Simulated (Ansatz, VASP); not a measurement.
# MoW2C4: VASP beside Ansatz

```
Mo W C
1.0
     4.61204    0.00000    0.00000
    -2.30602    3.99414    0.00000
     0.00000    0.00000    3.86259
Mo W C
1 2 4
Direct
  0.00000 0.00000 0.50000
  0.33333 0.66667 0.00000
  0.66667 0.33333 0.00000
  0.49914 0.00000 0.50000
  0.00000 0.49914 0.50000
  0.50086 0.50086 0.50000
  0.00000 0.00000 0.00000
```

Alike in both runs: functional PBE; k mesh 4 × 4 × 3; occupations gaussian, width 0.2 eV; no spin polarisation.

Ansatz relaxed the structure, and its values are those at the end. VASP's run is a single point on that final structure, the one shown.

|  | VASP | Ansatz |
| --- | --- | --- |
| version | VASP 6.6.1 | Ansatz 0.2.0 |
| potentials or method | VASP PAW PBE potentials, release 64 (Mo_sv, W_sv, C), cutoff 600 eV | scalar-relativistic, plane waves, PAW |
| valence electrons in the cell | 58 | 58 |

Ansatz gave:

- gap on the k mesh at the Fermi level (eV): none
- pressure (GPa): -0.2
- rms of the force components (eV/Å): 0.004

Problem. What did VASP give for the same quantities?

Solution. gap on the k mesh at the Fermi level (eV): none; pressure (GPa): 0.4; rms of the force components (eV/Å): 0.004.

A gap of «none» marks a metal or a gap that the smearing closes.

The k mesh is coarse, so the values compare programs but aren't converged. Neither program's run includes spin-orbit coupling.
